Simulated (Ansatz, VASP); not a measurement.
# SnO in VASP and in Ansatz

POSCAR

```
SnO
1.0
    3.8884925471      0.0000000000      0.0000000000
    0.0000000000      3.8884925471      0.0000000000
    0.0000000000      0.0000000000      4.9827594627
Sn O
2 2
Direct
    0.5000000000      0.0000000000      0.7646261400
    0.0000000000      0.5000000000      0.2353738600
    0.0000000000      0.0000000000      0.0000000000
    0.5000000000      0.5000000000      0.0000000000
```

Contents of INCAR.step1:

```
ALGO = Normal
EDIFF = 1E-5
ENCUT = 660
GGA = PE
GGA_COMPAT = False
ISMEAR = -1
LASPH = True
LCHARG = False
LREAL = False
LWAVE = True
NBANDS = 28
NELM = 120
PREC = Accurate
SIGMA = 0.05
```

Contents of INCAR.step2:

```
ALGO = Normal
BPARAM = 11.95
CPARAM = 0.0093
EDIFF = 1E-6
ENCUT = 660
GGA_COMPAT = False
ISIF = 2
ISMEAR = -1
ISTART = 1
IVDW_NL = 2
LASPH = True
LCHARG = False
LMIXTAU = True
LREAL = False
LUSE_VDW = True
LWAVE = False
METAGGA = R2SCAN
NBANDS = 28
NELM = 120
PREC = Accurate
SIGMA = 0.05
```

KPOINTS

```
k-points
0
Gamma
  7 7 6
```

Contents of input.yaml:

```yaml
crystal:
  lattice:
    - [3.8884925471, 0.0, 0.0]
    - [0.0, 3.8884925471, 0.0]
    - [0.0, 0.0, 4.9827594627]
  atoms:
    - { symbol: Sn, position: [0.5, 0.0, 0.76462614] }
    - { symbol: Sn, position: [0.0, 0.5, 0.23537386] }
    - { symbol: O, position: [0.0, 0.0, 0.0] }
    - { symbol: O, position: [0.5, 0.5, 0.0] }
hamiltonian:
  xc: r2scan
  pseudopotentials: { kind: paw }
  dispersion: rvv10
kpoints:
  mp_grid: { grid: [7, 7, 6] }
scf:
  occupations: { method: fermi_dirac, width: 0.05 }
output:
  forces: true
  stress: true
  eigenvalues: true
```

Alike in both runs: task single point; functional r2SCAN; dispersion rVV10; k mesh 7 × 7 × 6; occupations fermi-dirac, width 0.05 eV; no spin polarisation.

```csv
,VASP,Ansatz
version,VASP 6.6.1,Ansatz 0.2.0
potentials or method,"VASP PAW PBE potentials, release 64 (Sn_d, O)",Ansatz PAW
plane-wave cutoff (eV),660,500
valence electrons in the cell,40,40
```

|  | VASP | Ansatz | Ansatz less VASP |
| --- | --- | --- | --- |
| gap on the k mesh at the Fermi level (eV) | 0.70 | 0.69 | -0.005 |
| least direct gap on the mesh (eV) | 2.29 | 2.32 | +0.032 |
| pressure (GPa) | -6.0 | -6.4 | -0.48 |
| traceless stress, the component that is largest in VASP (GPa) | 0.92 | 0.96 | +0.038 |
| rms of the force components (eV/Å) | 0.302 | 0.353 | +0.0509 |

VASP's potentials were made for PBE, not for r2SCAN. Atom by atom the forces differ by 0.051 eV/Å (rms over components).

Noted on Ansatz's run: odd divisions of the mesh miss points on the zone boundary, where band edges often lie, so the gap on the mesh can be too wide.
